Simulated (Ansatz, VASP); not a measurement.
One calculation of InP, two programs

```
In P
1.0
     0.00000    2.77020    2.77020
     2.77020    0.00000    2.77020
     2.77020    2.77020    0.00000
In P
1 1
Direct
  0.97945 0.02055 0.02055
  0.57617 0.42383 0.42383
```

Change from the starting cell: mode 4 frozen in at -0.422 Å, normal strain along x +0.0000.

Alike in both runs: task single point; functional PBE; k mesh 14 × 14 × 14; occupations gaussian, width 0.15 eV; no spin polarisation.

```csv
,VASP,Ansatz
version,VASP 6.6.1,Ansatz 0.2.0
potentials or method,"VASP PAW PBE potentials, release 64 (In_d, P), cutoff 520 eV","scalar-relativistic, plane waves, PAW"
valence electrons in the cell,18,18
```

VASP gave:

| Property | Result |
| --- | --- |
| gap on the k mesh at the Fermi level (eV) | none |
| pressure (GPa) | 9.9 |
| traceless stress, the component that is largest in VASP (GPa) | 25.41 |
| rms of the force components (eV/Å) | 2.213 |

Q: Which values does Ansatz return?

A: gap on the k mesh at the Fermi level (eV): none; pressure (GPa): 10.1; traceless stress, the component that is largest in VASP (GPa): 25.80; rms of the force components (eV/Å): 2.252.

Atom by atom the forces differ by 0.038 eV/Å (rms over components). A gap of «none» marks a metal or a gap that the smearing closes.
